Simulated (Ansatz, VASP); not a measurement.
## Two plane-wave programs on Al2GaP3

```xyz
12
Lattice="-3.8449 3.6981 0.0217 3.9740 3.8273 0.0294 1.9143 -1.9032 -8.1766" Properties=species:S:1:pos:R:3 pbc="T T T"
Al    4.1814    3.8199   -5.3223
Al   -0.0624    3.8311   -5.6395
Al   -2.0908    1.9449   -2.6675
Al    2.0158    1.7948   -2.7287
Ga   -0.0530   -0.0615    0.0854
Ga    0.1203    3.8623   -0.0649
P     0.1926    1.7878   -1.4043
P    -0.0169    5.5598   -1.1784
P     0.1458    1.8258   -6.6558
P     3.7306    1.8044   -6.7408
P    -1.7572    3.7698   -4.0533
P     1.9531    3.7836   -4.2210
```

Change from the starting cell: cell x2, atoms moved at random (sigma 0.15 Å) and cell strained at random (1.5 %), then relaxed without symmetry.

Alike in both runs: task relaxation of cell and atoms; functional PBE; k mesh 4 × 4 × 4; occupations gaussian, width 0.1 eV; no spin polarisation.

|  | VASP | Ansatz |
| --- | --- | --- |
| version | VASP 6.6.1 | Ansatz 0.2.0 |
| potentials or method | VASP PAW PBE potentials, release 64 (Al, Ga_d, P), cutoff 500 eV | scalar-relativistic, plane waves, PAW |
| valence electrons in the cell | 68 | 68 |

Ansatz gave:

- gap on the k mesh at the Fermi level, each at its own relaxed structure (eV): 1.64
- relaxed volume (Å³/atom): 20.89
- relaxed length of the cell vector where the two differ most in proportion (Å): 5.509

Question: Which values does VASP return?

Answer: gap on the k mesh at the Fermi level, each at its own relaxed structure (eV): 1.64; relaxed volume (Å³/atom): 20.88; relaxed length of the cell vector where the two differ most in proportion (Å): 5.507.
